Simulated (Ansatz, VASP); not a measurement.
**Two plane-wave programs on Ta**

```
Ta
1.0
    -1.65213    1.65213    1.65213
     1.65213   -1.65213    1.65213
     1.65213    1.65213   -1.65213
Ta
1
Direct
  0.00000 0.00000 0.00000
```

Alike in both runs: task single point; functional r2SCAN; k mesh 18 × 18 × 18; occupations gaussian, width 0.05 eV; no spin polarisation.

```csv
,VASP,Ansatz
version,VASP 6.6.1,Ansatz 0.2.0
potentials or method,"VASP PAW PBE potentials, release 64 (Ta_pv), cutoff 520 eV","scalar-relativistic, plane waves, PAW"
valence electrons in the cell,11,13
```

|  | VASP | Ansatz | Ansatz less VASP |
| --- | --- | --- | --- |
| gap on the k mesh at the Fermi level (eV) | none | none | - |
| pressure (GPa) | 0.6 | 0.0 | -0.64 |

VASP's potentials were made for PBE, not for r2SCAN. A gap of «none» marks a metal or a gap that the smearing closes. The functional is the same, so the differences come from potentials, cutoffs and numerics. VASP's potentials hold 11 valence electrons a cell and Ansatz's 13, so a difference there can come from the potentials and not from the codes.

Neither program's run includes spin-orbit coupling.
